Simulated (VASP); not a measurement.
# C (R-3m) in VASP: single point with PBEsol

Aim: the single point of C with PBEsol.

Program: VASP 6.6.1. These are calculated values, not measurements. Logs are shortened: lines on timing, memory, paths and dates and some standing lists are left out, and cuts for length are marked.

## 1. The cell of the first run

It takes space group R-3m (No. 166, trigonal). The conventional cell has a = 2.459 Å, b = 2.459 Å, c = 33.410 Å, α = 90.00°, β = 90.00°, γ = 120.00°. Within 1.9 Å of C (site symmetry 3m) lie 3 C at 1.42 Å. C (site symmetry 3m) has 3 C at 1.42 Å within 1.9 Å.

## 2. Single point, PBEsol

File INCAR:

```
SYSTEM = C
  ALGO = Normal
  EDIFF = 1E-7
  ENCUT = 520
  GGA = PS
  ISIF = 2
  ISMEAR = 0
  ISYM = 0
  LASPH = .True.
  LCHARG = .False.
  LREAL = .False.
  LWAVE = .False.
  NBANDS = 16
  NELM = 60
  PREC = Accurate
  SIGMA = 0.1
```

File KPOINTS:

```
k-points
0
Gamma
  15 15 3
  0 0 0
```

File POSCAR:

```
C
1.0
    2.4588886711      0.0000000000      0.0000000000
   -1.2294443355      2.1294600542      0.0000000000
    1.2294443355      0.7098200181     11.1365965105
C
4
Direct
    0.8915899459      0.9457949730      0.1626150811
    0.1084100541      0.0542050270      0.8373849189
    0.4417646012      0.7208823006      0.8373530982
    0.5582353988      0.2791176994      0.1626469018
```

Potentials or basis: VASP PAW PBE potentials, release 64 (C).

Run with:

```bash
cat potpaw_PBE.64/C/POTCAR > POTCAR
mpirun -np 1 vasp_std > vasp.out
```

OUTCAR:

```text
SYSTEM = C
   EDIFF = 1E-7
   ENCUT = 520
   GGA = PS
   ISIF = 2
   ISMEAR = 0
   ISYM = 0
   LASPH = .True.
   LREAL = .False.
   NELM = 60
   PREC = Accurate

 ion  position               nearest neighbor table
   1  0.892  0.946  0.163-   4 1.42   4 1.42   4 1.42
   2  0.108  0.054  0.837-   3 1.42   3 1.42   3 1.42
   3  0.442  0.721  0.837-   2 1.42   2 1.42   2 1.42
   4  0.558  0.279  0.163-   1 1.42   1 1.42   1 1.42

IMPORTANT INFORMATION: All symmetrisations will be switched off!
NOSYMM: (Re-)initialisation of all symmetry stuff for point group C_1.

----------------------------------------------------------------------------------------

                                     Primitive cell

  volume of cell :      58.3124

  direct lattice vectors                    reciprocal lattice vectors
     2.458888671  0.000000000  0.000000000     0.406687790  0.234801305 -0.059862694
    -1.229444335  2.129460054  0.000000000     0.000000000  0.469602610 -0.029931347
     1.229444335  0.709820018 11.136596511     0.000000000  0.000000000  0.089794041

  length of vectors
     2.458888671  2.458888671 11.226716335     0.473402739  0.470555520  0.089794041

  position of ions in fractional coordinates (direct lattice)
     0.891589946  0.945794973  0.162615081
     0.108410054  0.054205027  0.837384919
     0.441764601  0.720882301  0.837353098
     0.558235399  0.279117699  0.162646902

  ion indices of the primitive-cell ions
   primitive index   ion index
                 1           1
                 2           2
                 3           3
                 4           4

----------------------------------------------------------------------------------------

 KPOINTS: k-points

Automatic generation of k-mesh.
 Grid dimensions read from file:
 generate k-points for:   15   15    3

 Generating k-lattice:

  Cartesian coordinates                     Fractional coordinates (reciprocal lattice)
     0.027112519  0.015653420 -0.003990846     0.066666667 -0.000000000  0.000000000
     0.000000000  0.031306841 -0.001995423     0.000000000  0.066666667  0.000000000
     0.000000000  0.000000000  0.029931347     0.000000000  0.000000000  0.333333333

  Length of vectors
     0.031560183  0.031370368  0.029931347

[... 68 lines left out ...]
   ICHARG =      2    charge: 1-file 2-atom 10-const
   ISPIN  =      1    spin polarized calculation?
   LNONCOLLINEAR =      F non collinear calculations
   LSORBIT =      F    spin-orbit coupling
   LASPH  =      T    aspherical Exc in radial PAW
   ENCUT  =  520.0 eV  38.22 Ry    6.18 a.u.   4.57  4.57 20.87*2*pi/ulx,y,z
   NELM   =     60;   NELMIN=  2; NELMDL= -5     # of ELM steps
   EDIFF  = 0.1E-06   stopping-criterion for ELM
   LREAL  =      F    real-space projection
   EDIFFG = 0.1E-05   stopping-criterion for IOM
   NSW    =      0    number of steps for IOM
   IBRION =     -1    ionic relax: 0-MD 1-quasi-New 2-CG
   NFREE  =      0    steps in history (QN), initial steepest desc. (CG)
   ISIF   =      2    stress and relaxation
   ISYM   =      0    0-nonsym 1-usesym 2-fastsym
   POTIM  = 0.5000    time-step for ionic-motion
   TEBEG  =    0.0;   TEEND  =   0.0 temperature during run
   PSTRESS=    0.0 pullay stress
   NELECT =      16.0000    total number of electrons
   NUPDOWN=      -1.0000    fix difference up-down
   EMIN   =  10.00;   EMAX   =-10.00  energy-range for DOS
   EFERMI =   0.00;   METHOD = LEGACY
   ISMEAR =     0;   SIGMA  =   0.10  broadening in eV -4-tet -1-fermi 0-gaus
   EFERMI_NEDOS =   21; number of points for ismear=-14 and -15
   IALGO  =     38    algorithm
   IMIX   =      4    mixing-type and parameters
     AMIX     =   0.40;   BMIX     =  1.00
     AMIX_MAG =   1.60;   BMIX_MAG =  1.00
  volume/ion in A,a.u.               =      14.58        98.38
  Fermi-wavevector in a.u.,A,eV,Ry     =   1.063803  2.010296 15.397398  1.131677
  Thomas-Fermi vector in A             =   2.199300
   LORBIT       =      0    0 simple, 1 ext, 2 COOP (PROOUT), +10 PAW based schemes
   GGA     = PS    functional components
   LHFCALC =     F    Hartree Fock is set to
   AEXX    =    0.0000 exact exchange contribution
   IVDW    =     0    specifies the selected vdW correction
   LEPSILON=     F    determine dielectric tensor
   LRPA    =     F    only Hartree local field effects (RPA)
 non-spin polarized calculation
 Gauss-broadening in eV      SIGMA  =   0.10
  energy-cutoff  :      520.00
  volume of cell :       58.31
 maximum number of plane-waves:      1596
   NGX =  9   NGY =  9   NGZ = 41

 number of electron      15.9999996 magnetization

 Free energy of the ion-electron system (eV)
  ---------------------------------------------------
  ext. energy  EPLUGINS =         0.00000000
  ---------------------------------------------------
  free energy    TOTEN  =       -38.57072326 eV

  energy without entropy =      -38.56971003  energy(sigma->0) =      -38.57021665

 E-fermi :   1.1065     XC(G=0):  -7.0341

 val. band max:        1.1064911998   @ k =  -0.3333  -0.3333   0.3333
 cond. band min:       1.3251957173   @ k =  -0.3333  -0.3333   0.3333
 fundamental gap:      0.2187045175
 Fermi energy:         1.1065269910

 k-point     1 :       0.0000    0.0000    0.0000
  band No.  band energies     occupation
      1     -18.4796      2.00000
      2     -18.3967      2.00000
      3      -6.9267      2.00000
      4      -6.2595      2.00000
      5      -1.8892      2.00000
      6      -1.8892      2.00000
[... 433 lines left out ...]
      3      -6.4163      2.00000
      4      -5.7613      2.00000
      5      -3.4503      2.00000
      6      -3.4381      2.00000
[... 8 lines left out ...]
     15      11.1739      0.00000
     16      11.2237      0.00000

 [... further k-points ...]
[... 5 lines left out ...]
  --------------------------------------------------------------------------------------
  -------------------------------------------------------------------------------------
  Total        0.2321081      0.2321267     -0.0279912     -0.0000216      0.0000361      0.0000674
  in kB        6.3773460      6.3778565     -0.7690783     -0.0005947      0.0009918      0.0018522
  external PRESSURE =       3.9953747 kB  Pullay stress =       0.0000000 kB

 VOLUME and BASIS-vectors are now :
 -----------------------------------------------------------------------------
  energy-cutoff  :      520.00
  volume of cell :       58.31
      direct lattice vectors                 reciprocal lattice vectors
     2.458888671  0.000000000  0.000000000     0.406687790  0.234801305 -0.059862694
    -1.229444335  2.129460054  0.000000000     0.000000000  0.469602610 -0.029931347
     1.229444335  0.709820018 11.136596511     0.000000000  0.000000000  0.089794041

 POSITION                                       TOTAL-FORCE (eV/Angst)
 -----------------------------------------------------------------------------------
      1.22944      2.12946      1.81098         0.000086      0.000049     -0.000646
      1.22944      0.70982      9.32562        -0.000086     -0.000049      0.000646
      1.22944      2.12946      9.32526        -0.000077     -0.000044      0.001655
      1.22944      0.70982      1.81133         0.000076      0.000044     -0.001655
 -----------------------------------------------------------------------------------
    total drift:                               -0.000000     -0.000000     -0.000001

  FREE ENERGIE OF THE ION-ELECTRON SYSTEM (eV)
  ---------------------------------------------------
  free  energy   TOTEN  =       -38.5707232618 eV

  energy  without entropy=      -38.5697100324  energy(sigma->0) =      -38.57021665
```

Run time: 3.9 min. Hardware: 1 thread of Intel Xeon Platinum 8488C (Sapphire Rapids), shared host; peak memory 0.32 GiB.

Results:

| Quantity | Value |
| --- | --- |
| Free energy | -38.5707 eV |
| Pressure | 0.4 GPa |
| Band gap on the k mesh | zero (filled and empty bands touch) |

Stress tensor (GPa, compression positive):
```
 0.64  0.00  0.00
 0.00  0.64  0.00
 0.00  0.00 -0.08
```

Caveat: this functional lacks dispersion, which binds the layers, so the pressure and a relaxed spacing across them are unreliable; the PAW data sets were made with another functional, which shifts forces and pressure a little.
